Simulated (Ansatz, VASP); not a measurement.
GaAs in VASP and in Ansatz

INCAR

```
ALGO = Normal ; EDIFF = 1E-8
ENCUT = 520 ; ISIF = 2
ISMEAR = -1 ; LASPH = True
LCHARG = False ; LEFG = True
LREAL = False ; LWAVE = False
NBANDS = 16 ; NELM = 100
PREC = Accurate ; SIGMA = 0.08
```

File KPOINTS:

```
k-points
0
Gamma
  10 10 10
```

POSCAR

```
GaAs
1.0
    0.0000000000      2.8455714065      2.8455714065
    2.8455714065      0.0000000000      2.8455714065
    2.8455714065      2.8455714065      0.0000000000
Ga As
1 1
Direct
    0.0000000000      0.0000000000      0.0000000000
    0.7500000000      0.7500000000      0.7500000000
```

Input for Ansatz:

```yaml
crystal:
  lattice:
    - [0.0, 2.8455714065, 2.8455714065]
    - [2.8455714065, 0.0, 2.8455714065]
    - [2.8455714065, 2.8455714065, 0.0]
  atoms:
    - { symbol: Ga, position: [0.0, 0.0, 0.0] }
    - { symbol: As, position: [0.75, 0.75, 0.75] }
kpoints:
  mp_grid: { grid: [10, 10, 10] }
scf:
  occupations: { method: fermi_dirac, width: 0.08 }
hamiltonian:
  xc: lda
  pseudopotentials: { kind: all_electron, datasets: crystal }
output:
  forces: true
  stress: true
  eigenvalues: true
  efg: { contact_densities: true }
```

Change from the starting cell: volume scaled by 1.02, crystal datasets.

Alike in both runs: task electric field gradients; functional LDA; k mesh 10 × 10 × 10; occupations fermi-dirac, width 0.08 eV; no spin polarisation.

|  | VASP | Ansatz |
| --- | --- | --- |
| version | VASP 6.6.1 | Ansatz 0.2.0 |
| potentials or method | VASP PAW LDA potentials, release 64 (Ga_d, As), cutoff 520 eV | all-electron PAW with datasets made for the crystal, scalar-relativistic |

|  | VASP | Ansatz | Ansatz less VASP |
| --- | --- | --- | --- |
| pressure (GPa) | -2.8 | -3.1 | -0.22 |

LDA's correlation is that of Perdew and Zunger in VASP and of Perdew and Wang (1992) in Ansatz. Ansatz ran all-electron here, and VASP with PAW potentials.
